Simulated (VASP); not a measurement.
# BP2 (I4/mcm) in VASP: single point with PBE

Aim: the single point of BP2 with PBE.

All numbers are computed with VASP 6.6.1; they aren't measurements. Logs are shortened: lines on timing, memory, paths and dates and some standing lists are left out, and cuts for length are marked.

**1. The cell of the first run**

Symmetry: I4/mcm, No. 140, tetragonal system. The conventional cell has a = 5.624 Å, b = 5.624 Å, c = 4.614 Å, α = 90.00°, β = 90.00°, γ = 90.00°. Within 3.0 Å of B (site symmetry 422) lie 2 B at 2.31 Å and 8 P at 2.33 Å. P (site symmetry m2m) has 4 B at 2.33 Å and 6 P at 2.42 to 2.86 Å within 3.1 Å.

The cell was built from a structure type or drawn by symmetry, and may not be a known phase.

**2. Single point, PBE**

Input file INCAR:

```
ALGO = Normal
EDIFF = 1E-6
ENCUT = 500
GGA = PE
GGA_COMPAT = F
ISIF = 2
ISMEAR = 0
LASPH = T
LCHARG = T
LELF = T
LREAL = F
LVHAR = T
LWAVE = F
NBANDS = 22
NELM = 120
PREC = Accurate
SIGMA = 0.2
```

Input file KPOINTS:

```
k-points
0
Gamma
  4 4 4
```

Input file POSCAR:

```
BP2
1.0
   -2.8117820134      2.8117820134      2.3070776106
    2.8117820134     -2.8117820134      2.3070776106
    2.8117820134      2.8117820134     -2.3070776106
B P
2 4
Direct
    0.7500000000      0.7500000000      0.0000000000
    0.2500000000      0.2500000000      0.0000000000
    0.2964846383      0.7964846383      0.0929692766
    0.2035153617      0.2964846383      0.5000000000
    0.7035153617      0.2035153617      0.9070307234
    0.7964846383      0.7035153617      0.5000000000
```

Potentials or basis: VASP PAW PBE potentials, release 64 (B, P).

Command:

```bash
> cat potpaw_PBE.64/B/POTCAR potpaw_PBE.64/P/POTCAR > POTCAR
> mpirun -np 1 vasp_std > vasp.out
```

OUTCAR:

```text
EDIFF = 1E-6
   ENCUT = 500
   GGA = PE
   ISIF = 2
   ISMEAR = 0
   LASPH = T
   LREAL = F
   NELM = 120
   PREC = Accurate

 ion  position               nearest neighbor table
   1  0.750  0.750  0.000-   4 2.33   4 2.33   3 2.33   5 2.33   6 2.33   6 2.33   5 2.33   3 2.33

   2  0.250  0.250  0.000-   6 2.33   6 2.33   3 2.33   4 2.33   5 2.33   4 2.33   3 2.33   5 2.33

   3  0.296  0.796  0.093-   1 2.33   2 2.33   2 2.33   1 2.33   5 2.42   5 2.42   4 2.86   6 2.86
                             6 2.86   4 2.86
   4  0.204  0.296  0.500-   1 2.33   1 2.33   2 2.33   2 2.33   6 2.42   6 2.42   3 2.86   5 2.86
                             3 2.86   5 2.86
   5  0.704  0.204  0.907-   2 2.33   1 2.33   1 2.33   2 2.33   3 2.42   3 2.42   6 2.86   4 2.86
                             6 2.86   4 2.86
   6  0.796  0.704  0.500-   2 2.33   2 2.33   1 2.33   1 2.33   4 2.42   4 2.42   5 2.86   3 2.86
                             5 2.86   3 2.86

  LATTYP: Found a body centered tetragonal cell.
 ALAT       =     5.6235640268
 C/A-ratio  =     0.8205037231

  Lattice vectors:

 A1 = (  -2.8117820134,   2.8117820134,   2.3070776106)
 A2 = (   2.8117820134,  -2.8117820134,   2.3070776106)
 A3 = (   2.8117820134,   2.8117820134,  -2.3070776106)

Analysis of symmetry for initial positions (statically):
=====================================================================
 Subroutine PRICEL returns:
 Original cell was already a primitive cell.

 Routine SETGRP: Setting up the symmetry group for a
 body centered tetragonal supercell.

 Subroutine GETGRP returns: Found 16 space group operations
 (whereof  8 operations were pure point group operations)
 out of a pool of 16 trial point group operations.

The static configuration has the point symmetry C_4h.
 The point group associated with its full space group is D_4h.

Analysis of symmetry for dynamics (positions and initial velocities):
=====================================================================
 Subroutine PRICEL returns:
 Original cell was already a primitive cell.

 Routine SETGRP: Setting up the symmetry group for a
 body centered tetragonal supercell.

 Subroutine GETGRP returns: Found 16 space group operations
 (whereof  8 operations were pure point group operations)
 out of a pool of 16 trial point group operations.

The dynamic configuration has the point symmetry C_4h.
 The point group associated with its full space group is D_4h.

 Subroutine INISYM returns: Found 16 space group operations
 (whereof  8 operations are pure point group operations),
 and found     1 'primitive' translations

----------------------------------------------------------------------------------------

                                     Primitive cell

  volume of cell :      72.9601

  direct lattice vectors                    reciprocal lattice vectors
    -2.811782013  2.811782013  2.307077611     0.000000000  0.177823173  0.216724395
     2.811782013 -2.811782013  2.307077611     0.177823173  0.000000000  0.216724395
     2.811782013  2.811782013 -2.307077611     0.177823173  0.177823173  0.000000000

  length of vectors
     4.597264761  4.597264761  4.597264761     0.280340051  0.280340051  0.251479943

  position of ions in fractional coordinates (direct lattice)
     0.750000000  0.750000000  0.000000000
     0.250000000  0.250000000  0.000000000
     0.296484638  0.796484638  0.092969277
     0.203515362  0.296484638  0.500000000
     0.703515362  0.203515362  0.907030723
     0.796484638  0.703515362  0.500000000

  ion indices of the primitive-cell ions
   primitive index   ion index
                 1           1
                 2           2
                 3           3
                 4           4
                 5           5
                 6           6

----------------------------------------------------------------------------------------

 KPOINTS: k-points

Automatic generation of k-mesh.
 Grid dimensions read from file:
 generate k-points for:    4    4    4

 Generating k-lattice:

  Cartesian coordinates                     Fractional coordinates (reciprocal lattice)
     0.000000000  0.044455793  0.054181099     0.250000000  0.000000000  0.000000000
     0.044455793  0.000000000  0.054181099     0.000000000  0.250000000  0.000000000
     0.044455793  0.044455793  0.000000000     0.000000000  0.000000000  0.250000000

  Length of vectors
     0.070085013  0.070085013  0.062869986

  Shift w.r.t. Gamma in fractional coordinates (k-lattice)
     0.000000000  0.000000000  0.000000000

 Subroutine IBZKPT returns following result:
 ===========================================

 Found     13 irreducible k-points:

 Following reciprocal coordinates:
            Coordinates               Weight
  0.000000  0.000000  0.000000      1.000000
  0.250000 -0.000000  0.000000      8.000000
  0.500000 -0.000000  0.000000      4.000000
  0.250000  0.250000  0.000000      8.000000
  0.500000  0.250000  0.000000     16.000000
 -0.250000  0.250000  0.000000      4.000000
  0.500000  0.500000  0.000000      2.000000
  0.250000  0.250000  0.250000      2.000000
 -0.250000  0.250000  0.250000      4.000000
  0.500000  0.500000  0.250000      4.000000
 -0.250000  0.500000  0.250000      8.000000
 -0.250000 -0.250000  0.250000      2.000000
  0.500000  0.500000  0.500000      1.000000
   k-points           NKPTS =     13   k-points in BZ     NKDIM =     13   number of bands    NBANDS=     22
   number of dos      NEDOS =    301   number of ions     NIONS =      6
   total plane-waves  NPLWV =  46656
   dimension x,y,z NGX =    36 NGY =   36 NGZ =   36
   dimension x,y,z NGXF=    72 NGYF=   72 NGZF=   72
   ions per type =               2   4
   NGX,Y,Z   is equivalent  to a cutoff of  13.02, 13.02, 13.02 a.u.
   NGXF,Y,Z  is equivalent  to a cutoff of  26.04, 26.04, 26.04 a.u.
 SYSTEM =  unknown system
   PREC   = accura    normal or accurate (medium, high low for compatibility)
   ISTART =      0    job   : 0-new  1-cont  2-samecut
   ICHARG =      2    charge: 1-file 2-atom 10-const
   ISPIN  =      1    spin polarized calculation?
   LNONCOLLINEAR =      F non collinear calculations
   LSORBIT =      F    spin-orbit coupling
   LASPH  =      T    aspherical Exc in radial PAW
   ENCUT  =  500.0 eV  36.75 Ry    6.06 a.u.   8.38  8.38  8.38*2*pi/ulx,y,z
   NELM   =    120;   NELMIN=  2; NELMDL= -5     # of ELM steps
   EDIFF  = 0.1E-05   stopping-criterion for ELM
   LREAL  =      F    real-space projection
   EDIFFG = 0.1E-04   stopping-criterion for IOM
   NSW    =      0    number of steps for IOM
   IBRION =     -1    ionic relax: 0-MD 1-quasi-New 2-CG
   NFREE  =      0    steps in history (QN), initial steepest desc. (CG)
   ISIF   =      2    stress and relaxation
   ISYM   =      2    0-nonsym 1-usesym 2-fastsym
   POTIM  = 0.5000    time-step for ionic-motion
   TEBEG  =    0.0;   TEEND  =   0.0 temperature during run
   PSTRESS=    0.0 pullay stress
   NELECT =      26.0000    total number of electrons
   NUPDOWN=      -1.0000    fix difference up-down
   EMIN   =  10.00;   EMAX   =-10.00  energy-range for DOS
   EFERMI =   0.00;   METHOD = LEGACY
   ISMEAR =     0;   SIGMA  =   0.20  broadening in eV -4-tet -1-fermi 0-gaus
   EFERMI_NEDOS =   21; number of points for ismear=-14 and -15
   IALGO  =     38    algorithm
   IMIX   =      4    mixing-type and parameters
     AMIX     =   0.40;   BMIX     =  1.00
     AMIX_MAG =   1.60;   BMIX_MAG =  1.00
  volume/ion in A,a.u.               =      12.16        82.06
  Fermi-wavevector in a.u.,A,eV,Ry     =   1.160658  2.193325 18.328763  1.347126
  Thomas-Fermi vector in A             =   2.297238
   LORBIT       =      0    0 simple, 1 ext, 2 COOP (PROOUT), +10 PAW based schemes
   GGA     = PE    functional components
   LHFCALC =     F    Hartree Fock is set to
   AEXX    =    0.0000 exact exchange contribution
   IVDW    =     0    specifies the selected vdW correction
   LEPSILON=     F    determine dielectric tensor
   LRPA    =     F    only Hartree local field effects (RPA)
 non-spin polarized calculation
 Gauss-broadening in eV      SIGMA  =   0.20
  energy-cutoff  :      500.00
  volume of cell :       72.96
 maximum number of plane-waves:      1881
 NGX is ok and might be reduce to    36
   NGX = 17   NGY = 17   NGZ = 17

 number of electron      26.0000001 magnetization

 Free energy of the ion-electron system (eV)
  ---------------------------------------------------
  ext. energy  EPLUGINS =         0.00000000
  ---------------------------------------------------
  free energy    TOTEN  =       -27.98009870 eV

  energy without entropy =      -27.94482525  energy(sigma->0) =      -27.96246198

 E-fermi :   9.2500     XC(G=0): -11.5052

 val. band max:        9.2347640087   @ k =  -0.2500  -0.2500   0.2500
 cond. band min:       9.3486202083   @ k =   0.0000   0.0000   0.0000
 fundamental gap:      0.1138561996
 Fermi energy:         9.2500385470

 k-point     1 :       0.0000    0.0000    0.0000
  band No.  band energies     occupation
      1      -7.4218      2.00000
      2      -1.2282      2.00000
      3       1.0319      2.00000
      4       1.0319      2.00000
      5       1.8788      2.00000
      6       2.3276      2.00000
[... 14 lines left out ...]
     21      16.7176      0.00000
     22      17.3387      0.00000

 k-point     2 :       0.2500   -0.0000    0.0000
  band No.  band energies     occupation
      1      -6.7685      2.00000
      2      -1.7844      2.00000
      3      -1.7168      2.00000
      4      -0.5057      2.00000
      5       1.0290      2.00000
      6       1.3197      2.00000
[... 14 lines left out ...]
     21      16.5359      0.00000
     22      16.7898      0.00000

 k-point     3 :       0.5000   -0.0000    0.0000
  band No.  band energies     occupation
      1      -4.8372      2.00000
      2      -4.8372      2.00000
      3      -1.7177      2.00000
      4      -1.7177      2.00000
      5       0.8124      2.00000
      6       0.8124      2.00000
[... 14 lines left out ...]
     21      15.0108      0.00000
     22      15.0108      0.00000

 k-point     4 :       0.2500    0.2500    0.0000
  band No.  band energies     occupation
      1      -5.3238      2.00000
      2      -3.7151      2.00000
      3      -3.0659      2.00000
      4      -1.4536      2.00000
      5       0.5904      2.00000
      6       3.1144      2.00000
[... 14 lines left out ...]
     21      14.7608      0.00000
     22      15.5674      0.00000

 k-point     5 :       0.5000    0.2500    0.0000
  band No.  band energies     occupation
      1      -5.8045      2.00000
      2      -3.7546      2.00000
      3      -2.6702      2.00000
      4      -0.6101      2.00000
      5       0.9355      2.00000
      6       3.4445      2.00000
[... 14 lines left out ...]
     21      14.6973      0.00000
     22      15.5249      0.00000

 k-point     6 :      -0.2500    0.2500    0.0000
  band No.  band energies     occupation
      1      -6.9228      2.00000
      2      -3.0250      2.00000
      3       0.2006      2.00000
      4       1.1229      2.00000
      5       1.6799      2.00000
      6       1.8817      2.00000
[... 14 lines left out ...]
     21      15.5698      0.00000
     22      16.7601      0.00000

 k-point     7 :       0.5000    0.5000    0.0000
  band No.  band energies     occupation
      1      -5.7697      2.00000
      2      -4.9875      2.00000
      3      -0.2988      2.00000
      4       0.9531      2.00000
      5       1.2968      2.00000
      6       1.9154      2.00000
[... 49 lines left out ...]
      6       2.2702      2.00000
[... 14 lines left out ...]
     21      14.7751      0.00000
     22      16.4483      0.00000

 k-point    10 :       0.5000    0.5000    0.2500
  band No.  band energies     occupation
      1      -5.2883      2.00000
      2      -4.6967      2.00000
      3      -1.2895      2.00000
      4      -0.8924      2.00000
      5       0.2500      2.00000
      6       1.3900      2.00000
[... 14 lines left out ...]
     21      13.9603      0.00000
     22      14.0873      0.00000

 k-point    11 :      -0.2500    0.5000    0.2500
  band No.  band energies     occupation
      1      -4.8911      2.00000
      2      -3.6630      2.00000
      3      -3.6108      2.00000
      4      -1.5508      2.00000
      5       0.8144      2.00000
      6       2.4936      2.00000
[... 14 lines left out ...]
     21      14.1451      0.00000
     22      14.9092      0.00000

 k-point    12 :      -0.2500   -0.2500    0.2500
  band No.  band energies     occupation
      1      -5.8191      2.00000
      2      -2.7004      2.00000
      3      -2.7004      2.00000
      4      -1.4206      2.00000
      5       0.1155      2.00000
      6       2.6065      2.00000
[... 14 lines left out ...]
     21      15.6410      0.00000
     22      15.8599      0.00000

 k-point    13 :       0.5000    0.5000    0.5000
  band No.  band energies     occupation
      1      -4.3272      2.00000
      2      -4.3272      2.00000
      3      -2.8614      2.00000
      4      -1.7847      2.00000
      5      -0.1948      2.00000
      6       0.3396      2.00000
[... 14 lines left out ...]
     21      15.2485      0.00000
     22      15.2991      0.00000

------------------------ aborting loop because EDIFF is reached ----------------------------------------

  FORCE on cell =-STRESS in cart. coord.  units (eV):
  Direction    XX          YY          ZZ          XY          YZ          ZX
  --------------------------------------------------------------------------------------
  -------------------------------------------------------------------------------------
  Total       -0.0755754     -0.0755754     -0.0929188      0.0000000      0.0000000      0.0000000
  in kB       -1.6596082     -1.6596082     -2.0404630      0.0000000      0.0000000      0.0000000
  external PRESSURE =      -1.7865598 kB  Pullay stress =       0.0000000 kB

 VOLUME and BASIS-vectors are now :
 -----------------------------------------------------------------------------
  energy-cutoff  :      500.00
  volume of cell :       72.96
      direct lattice vectors                 reciprocal lattice vectors
    -2.811782013  2.811782013  2.307077611     0.000000000  0.177823173  0.216724395
     2.811782013 -2.811782013  2.307077611     0.177823173  0.000000000  0.216724395
     2.811782013  2.811782013 -2.307077611     0.177823173  0.177823173  0.000000000

 POSITION                                       TOTAL-FORCE (eV/Angst)
 -----------------------------------------------------------------------------------
      0.00000      0.00000      3.46062        -0.000000     -0.000000      0.000000
      0.00000      0.00000      1.15354        -0.000000      0.000000      0.000000
      1.66730     -1.14448      2.30708        -0.013939     -0.013939     -0.000000
      1.66730      1.14448      0.00000        -0.013939      0.013939      0.000000
      1.14448      3.95626      0.00000         0.013939      0.013939      0.000000
      1.14448      1.66730      2.30708         0.013939     -0.013939      0.000000
 -----------------------------------------------------------------------------------
    total drift:                                0.000000      0.000000     -0.000000

  FREE ENERGIE OF THE ION-ELECTRON SYSTEM (eV)
  ---------------------------------------------------
  free  energy   TOTEN  =       -27.9800987031 eV

  energy  without entropy=      -27.9448252499  energy(sigma->0) =      -27.96246198
```

It took 37 s on 1 thread of Intel Xeon 8259CL, shared host; peak memory 0.2 GiB.

What came out:

| Property | Result |
| --- | --- |
| Free energy | -27.9801 eV |
| Pressure | -0.2 GPa |
| Largest force | 0.020 eV/Å |
| Band gap on the k mesh | zero (bands 13 and 14 overlap by 2.85 eV) |

Forces in eV/Å, atoms in the order of the input:
```
B    0.000  0.000  0.000
B    0.000  0.000  0.000
P   -0.014 -0.014  0.000
P   -0.014  0.014  0.000
P    0.014  0.014  0.000
P    0.014 -0.014  0.000
```

Levels at points of the mesh, in eV from the Fermi level:
| k point | band 10 | band 11 | band 12 | band 13 | band 14 | band 15 | band 16 | band 17 |
| --- | --- | --- | --- | --- | --- | --- | --- | --- |
| (0.00, 0.00, 0.00) | -4.96 | -4.87 | -3.49 | -0.26 | 0.10 | 0.10 | 1.58 | 2.21 |
| (0.50, 0.00, 0.00) | -2.29 | -1.51 | -1.51 | -0.14 | -0.14 | 1.57 | 1.57 | 2.36 |
| (0.50, 0.50, 0.00) | -3.75 | -0.91 | -0.50 | -0.44 | -0.03 | 0.66 | 0.79 | 2.63 |
| (0.50, 0.50, 0.50) | -1.91 | -1.26 | -1.15 | -1.15 | 1.69 | 2.09 | 2.83 | 2.83 |

Caveat: the k points lie up to 0.44 Å⁻¹ apart, too coarse for converged energies and pressures of a metal.
